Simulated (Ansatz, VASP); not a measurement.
# GaOs3 in VASP and in Ansatz

```xyz
4
Lattice="3.8732 0.0000 0.0000 0.0000 3.8732 0.0000 0.0000 0.0000 3.8732" Properties=species:S:1:pos:R:3 pbc="T T T"
Ga    0.0000    0.0000    0.0000
Os    0.0000    1.9366    1.9366
Os    1.9366    0.0000    1.9366
Os    1.9366    1.9366    0.0000
```

Alike in both runs: functional PBE; k mesh 12 × 12 × 12; occupations gaussian, width 0.1 eV; no spin polarisation.

Ansatz relaxed the structure, and its values are those at the end. VASP's run is a single point on that final structure, the one shown.

```csv
,VASP,Ansatz
version,VASP 6.6.1,Ansatz 0.2.0
potentials or method,"VASP PAW PBE potentials, release 64 (Ga_d, Os), cutoff 520 eV","scalar-relativistic, plane waves, PAW"
valence electrons in the cell,37,61
```

```csv
,VASP,Ansatz,Ansatz less VASP
gap on the k mesh at the Fermi level (eV),none,none,-
pressure (GPa),0.3,0.0,-0.30
```

A gap of «none» marks a metal or a gap that the smearing closes. VASP's potentials hold 37 valence electrons a cell and Ansatz's 61, so a difference there can come from the potentials and not from the codes.

Neither program's run includes spin-orbit coupling.
